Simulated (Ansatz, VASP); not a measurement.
**One calculation of Zn, two programs**

```
Zn
1.0
     4.42328    0.00000    0.00000
    -2.21164    3.83068    0.00000
     0.00000    0.00000    2.65016
Zn
3
Cartesian
  -2.2116 3.8307 0.0000
  0.0000 2.5538 1.3251
  2.2116 1.2769 1.3251
```

Alike in both runs: task single point; functional PBE; k mesh 11 × 11 × 15; occupations fermi-dirac, width 0.1 eV; no spin polarisation.

|  | VASP | Ansatz |
| --- | --- | --- |
| version | VASP 6.6.1 | Ansatz 0.2.0 |
| potentials or method | VASP PAW PBE potentials, release 64 (Zn), cutoff 520 eV | plane waves (420 eV) with PAW, scalar-relativistic |
| valence electrons in the cell | 36 | 36 |

```tsv
	VASP	Ansatz	Ansatz less VASP
pressure (GPa)	3.2	2.9	-0.31
traceless stress, the component that is largest in VASP (GPa)	0.27	0.26	-0.008
```
